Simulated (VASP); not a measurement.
# BiTe (Fm-3m) in VASP: settings compared

Aim: see how the results for BiTe move with the level of theory and the settings. Levels: r2SCAN, BLYP, PBEsol. Tasks: single point.

Program: VASP 6.6.1. These are calculated values, not measurements. Logs are shortened: lines on timing, memory, paths and dates and some standing lists are left out, and cuts for length are marked.

## 1. The cell of the first run

Symmetry: Fm-3m, No. 225, cubic system. Conventional cell: a = 6.470 Å, b = 6.470 Å, c = 6.470 Å, α = 90.00°, β = 90.00°, γ = 90.00°. Within 4.3 Å of Bi (site symmetry m-3m) lie 6 Te at 3.23 Å. Te (site symmetry m-3m) has 6 Bi at 3.23 Å within 4.3 Å.

## 2. Single point, r2SCAN

POSCAR reads:

```
BiTe
1.0
    0.0000000000      3.2350000000      3.2350000000
    3.2350000000      0.0000000000      3.2350000000
    3.2350000000      3.2350000000      0.0000000000
Bi Te
1 1
Direct
    0.0000000000      0.0000000000      0.0000000000
    0.5000000000      0.5000000000      0.5000000000
```

INCAR.step1 reads:

```
SYSTEM = BiTe
ALGO     = Normal         ! electronic algorithm
EDIFF    = 1E-4           ! SCF threshold, eV
ENCUT    = 520            ! plane-wave cutoff, eV
GGA      = PE             ! functional
ISMEAR   = -1             ! smearing method
LASPH    = .TRUE.         ! aspherical terms in the spheres
LCHARG   = .FALSE.        ! write CHGCAR
LREAL    = .FALSE.        ! projectors in reciprocal space
LWAVE    = .TRUE.         ! write WAVECAR
NBANDS   = 18             ! bands
NELM     = 100            ! most SCF steps
PREC     = Accurate       ! precision mode
SIGMA    = 0.05           ! smearing width, eV
```

INCAR.step2 reads:

```
SYSTEM = BiTe
ALGO     = Normal         ! electronic algorithm
EDIFF    = 1E-7           ! SCF threshold, eV
ENCUT    = 520            ! plane-wave cutoff, eV
ISIF     = 2              ! what is computed and relaxed
ISMEAR   = -1             ! smearing method
ISTART   = 1            
LASPH    = .TRUE.         ! aspherical terms in the spheres
LCHARG   = .TRUE.         ! write CHGCAR
LELF     = .TRUE.         ! ELF
LMIXTAU  = .TRUE.       
LREAL    = .FALSE.        ! projectors in reciprocal space
LVHAR    = .TRUE.       
LWAVE    = .FALSE.        ! write WAVECAR
METAGGA  = R2SCAN         ! meta-GGA
NBANDS   = 18             ! bands
NELM     = 100            ! most SCF steps
PREC     = Accurate       ! precision mode
SIGMA    = 0.05           ! smearing width, eV
```

KPOINTS reads:

```
k-points
0
G
  7 7 7
  0 0 0
```

Potentials or basis: VASP PAW PBE potentials, release 64 (Bi_d, Te).

On the command line:

```bash
> cat potpaw_PBE.64/Bi_d/POTCAR potpaw_PBE.64/Te/POTCAR > POTCAR
> cp INCAR.step1 INCAR
> mpirun -np 1 vasp_std > vasp.out
> cp INCAR.step2 INCAR
> mpirun -np 1 vasp_std > vasp.out
```

OUTCAR:

```text
SYSTEM = BiTe
   EDIFF = 1E-7
   ENCUT = 520
   ISIF = 2
   ISMEAR = -1
   ISTART = 1
   LASPH = .TRUE.
   LREAL = .FALSE.
   METAGGA = R2SCAN
   NELM = 100
   PREC = Accurate

 ion  position               nearest neighbor table
   1  0.000  0.000  0.000-   2 3.23   2 3.23   2 3.23   2 3.23   2 3.23   2 3.23
   2  0.500  0.500  0.500-   1 3.23   1 3.23   1 3.23   1 3.23   1 3.23   1 3.23

  LATTYP: Found a face centered cubic cell.
 ALAT       =     6.4700000000

  Lattice vectors:

 A1 = (   0.0000000000,   3.2350000000,   3.2350000000)
 A2 = (   3.2350000000,   0.0000000000,   3.2350000000)
 A3 = (   3.2350000000,   3.2350000000,   0.0000000000)

Analysis of symmetry for initial positions (statically):
=====================================================================
 Subroutine PRICEL returns:
 Original cell was already a primitive cell.

 Routine SETGRP: Setting up the symmetry group for a
 face centered cubic supercell.

 Subroutine GETGRP returns: Found 48 space group operations
 (whereof 48 operations were pure point group operations)
 out of a pool of 48 trial point group operations.

The static configuration has the point symmetry O_h .

Analysis of symmetry for dynamics (positions and initial velocities):
=====================================================================
 Subroutine PRICEL returns:
 Original cell was already a primitive cell.

 Routine SETGRP: Setting up the symmetry group for a
 face centered cubic supercell.

 Subroutine GETGRP returns: Found 48 space group operations
 (whereof 48 operations were pure point group operations)
 out of a pool of 48 trial point group operations.

The dynamic configuration has the point symmetry O_h .

 Subroutine INISYM returns: Found 48 space group operations
 (whereof 48 operations are pure point group operations),
 and found     1 'primitive' translations

----------------------------------------------------------------------------------------

                                     Primitive cell

  volume of cell :      67.7100

  direct lattice vectors                    reciprocal lattice vectors
     0.000000000  3.235000000  3.235000000    -0.154559505  0.154559505  0.154559505
     3.235000000  0.000000000  3.235000000     0.154559505 -0.154559505  0.154559505
     3.235000000  3.235000000  0.000000000     0.154559505  0.154559505 -0.154559505

  length of vectors
     4.574980874  4.574980874  4.574980874     0.267704916  0.267704916  0.267704916

  position of ions in fractional coordinates (direct lattice)
     0.000000000  0.000000000  0.000000000
     0.500000000  0.500000000  0.500000000

  ion indices of the primitive-cell ions
   primitive index   ion index
                 1           1
                 2           2

----------------------------------------------------------------------------------------

 KPOINTS: k-points

Automatic generation of k-mesh.
 Grid dimensions read from file:
 generate k-points for:    7    7    7

 Generating k-lattice:

  Cartesian coordinates                     Fractional coordinates (reciprocal lattice)
    -0.022079929  0.022079929  0.022079929     0.142857143  0.000000000  0.000000000
     0.022079929 -0.022079929  0.022079929     0.000000000  0.142857143  0.000000000
     0.022079929  0.022079929 -0.022079929     0.000000000  0.000000000  0.142857143

  Length of vectors
     0.038243559  0.038243559  0.038243559

  Shift w.r.t. Gamma in fractional coordinates (k-lattice)
     0.000000000  0.000000000  0.000000000

 Subroutine IBZKPT returns following result:
 ===========================================

 Found     20 irreducible k-points:

 Following reciprocal coordinates:
            Coordinates               Weight
  0.000000  0.000000  0.000000      1.000000
  0.142857  0.000000  0.000000      8.000000
  0.285714  0.000000  0.000000      8.000000
  0.428571  0.000000  0.000000      8.000000
  0.142857  0.142857  0.000000      6.000000
  0.285714  0.142857  0.000000     24.000000
[... 12 lines left out ...]
 -0.428571  0.428571  0.142857     24.000000
 -0.285714  0.428571  0.142857     24.000000
   k-points           NKPTS =     20   k-points in BZ     NKDIM =     20   number of bands    NBANDS=     18
   number of dos      NEDOS =    301   number of ions     NIONS =      2
   total plane-waves  NPLWV =  46656
   dimension x,y,z NGX =    36 NGY =   36 NGZ =   36
   dimension x,y,z NGXF=    72 NGYF=   72 NGZF=   72
   ions per type =               1   1
   NGX,Y,Z   is equivalent  to a cutoff of  13.08, 13.08, 13.08 a.u.
   NGXF,Y,Z  is equivalent  to a cutoff of  26.16, 26.16, 26.16 a.u.
 SYSTEM =  BiTe
   PREC   = accura    normal or accurate (medium, high low for compatibility)
   ISTART =      1    job   : 0-new  1-cont  2-samecut
   ICHARG =      0    charge: 1-file 2-atom 10-const
   ISPIN  =      1    spin polarized calculation?
   LNONCOLLINEAR =      F non collinear calculations
   LSORBIT =      F    spin-orbit coupling
[... 50 lines left out ...]

 E-fermi :   6.6471     XC(G=0):  -9.9976

 val. band max:        6.5858936737   @ k =   0.2857   0.1429   0.0000
 cond. band min:       6.6836239329   @ k =   0.1429   0.1429   0.0000
 fundamental gap:      0.0977302593
 Fermi energy:         6.6470870280

 k-point     1 :       0.0000    0.0000    0.0000
  band No.  band energies     occupation
      1     -17.3060      2.00000
      2     -17.3060      2.00000
      3     -17.3011      2.00000
      4     -17.3011      2.00000
      5     -17.3011      2.00000
      6      -7.5531      2.00000
[... 10 lines left out ...]
     17      13.3577      0.00000
     18      13.5635      0.00000

 k-point     2 :       0.1429    0.0000    0.0000
  band No.  band energies     occupation
      1     -17.3069      2.00000
      2     -17.3069      2.00000
      3     -17.3007      2.00000
      4     -17.2999      2.00000
      5     -17.2999      2.00000
      6      -7.3604      2.00000
[... 10 lines left out ...]
     17      14.4688      0.00000
     18      14.6083      0.00000

 k-point     3 :       0.2857    0.0000    0.0000
  band No.  band energies     occupation
      1     -17.3092      2.00000
      2     -17.3092      2.00000
      3     -17.2999      2.00000
      4     -17.2968      2.00000
      5     -17.2968      2.00000
      6      -6.7929      2.00000
[... 10 lines left out ...]
     17      16.4338      0.00000
     18      16.8494      0.00000

 k-point     4 :       0.4286    0.0000    0.0000
  band No.  band energies     occupation
      1     -17.3112      2.00000
      2     -17.3112      2.00000
      3     -17.2992      2.00000
      4     -17.2942      2.00000
      5     -17.2942      2.00000
      6      -5.8952      2.00000
[... 10 lines left out ...]
     17      15.7057      0.00000
     18      17.1375      0.00000

 k-point     5 :       0.1429    0.1429    0.0000
  band No.  band energies     occupation
      1     -17.3089      2.00000
      2     -17.3052      2.00000
      3     -17.3018      2.00000
      4     -17.2991      2.00000
      5     -17.2991      2.00000
      6      -7.2992      2.00000
[... 10 lines left out ...]
     17      13.6742      0.00000
     18      13.7889      0.00000

 k-point     6 :       0.2857    0.1429    0.0000
  band No.  band energies     occupation
      1     -17.3117      2.00000
      2     -17.3058      2.00000
      3     -17.3015      2.00000
      4     -17.2969      2.00000
      5     -17.2962      2.00000
      6      -6.8676      2.00000
[... 223 lines left out ...]
 k-point    17 :       0.4286    0.2857    0.1429
  band No.  band energies     occupation
      1     -17.3142      2.00000
      2     -17.3062      2.00000
      3     -17.3010      2.00000
      4     -17.2946      2.00000
      5     -17.2946      2.00000
      6      -6.3521      2.00000
[... 10 lines left out ...]
     17      15.6310      0.00000
     18      16.0668      0.00000

 k-point    18 :      -0.4286    0.2857    0.1429
  band No.  band energies     occupation
      1     -17.3151      2.00000
      2     -17.3077      2.00000
      3     -17.2986      2.00000
      4     -17.2954      2.00000
      5     -17.2924      2.00000
      6      -5.5753      2.00000
[... 10 lines left out ...]
     17      16.2398      0.00000
     18      17.6285      0.00000

 k-point    19 :      -0.4286    0.4286    0.1429
  band No.  band energies     occupation
      1     -17.3193      2.00000
      2     -17.3041      2.00000
      3     -17.3019      2.00000
      4     -17.2930      2.00000
      5     -17.2906      2.00000
      6      -5.5771      2.00000
[... 10 lines left out ...]
     17      17.0415      0.00000
     18      17.5574      0.00000

 k-point    20 :      -0.2857    0.4286    0.1429
  band No.  band energies     occupation
      1     -17.3173      2.00000
      2     -17.3062      2.00000
      3     -17.2987      2.00000
      4     -17.2958      2.00000
      5     -17.2906      2.00000
      6      -5.1473      2.00000
[... 10 lines left out ...]
     17      16.5363      0.00000
     18      17.4010      0.00000

------------------------ aborting loop because EDIFF is reached ----------------------------------------

  FORCE on cell =-STRESS in cart. coord.  units (eV):
  Direction    XX          YY          ZZ          XY          YZ          ZX
  --------------------------------------------------------------------------------------
  -------------------------------------------------------------------------------------
  Total        0.0336881      0.0336881      0.0336881      0.0000000      0.0000000      0.0000000
  in kB        0.7971404      0.7971404      0.7971404      0.0000000      0.0000000      0.0000000
  external PRESSURE =       0.7971404 kB  Pullay stress =       0.0000000 kB

 VOLUME and BASIS-vectors are now :
 -----------------------------------------------------------------------------
  energy-cutoff  :      520.00
  volume of cell :       67.71
      direct lattice vectors                 reciprocal lattice vectors
     0.000000000  3.235000000  3.235000000    -0.154559505  0.154559505  0.154559505
     3.235000000  0.000000000  3.235000000     0.154559505 -0.154559505  0.154559505
     3.235000000  3.235000000  0.000000000     0.154559505  0.154559505 -0.154559505

 POSITION                                       TOTAL-FORCE (eV/Angst)
 -----------------------------------------------------------------------------------
      0.00000      0.00000      0.00000         0.000000      0.000000     -0.000000
      3.23500      3.23500      3.23500         0.000000      0.000000      0.000000
 -----------------------------------------------------------------------------------
    total drift:                               -0.000000      0.000000      0.000000

  FREE ENERGIE OF THE ION-ELECTRON SYSTEM (eV)
  ---------------------------------------------------
  free  energy   TOTEN  =       -84.0153665761 eV

  energy  without entropy=      -83.9976531105  energy(sigma->0) =      -84.00650984
```

Wall time 1.9 min (1 thread of Intel Xeon 8259CL, shared host); peak memory 0.23 GiB.

Results:

| Quantity | Value |
| --- | --- |
| Free energy | -84.0154 eV |
| Pressure | 0.1 GPa |
| Band gap on the k mesh | zero (an odd number of electrons rules out a gap without spin polarisation) |

Caveat: the PAW data sets were made with another functional, which shifts forces and pressure a little; spin-orbit coupling is left out, which moves the levels of the heavy elements.

[end of part 1 of 2]
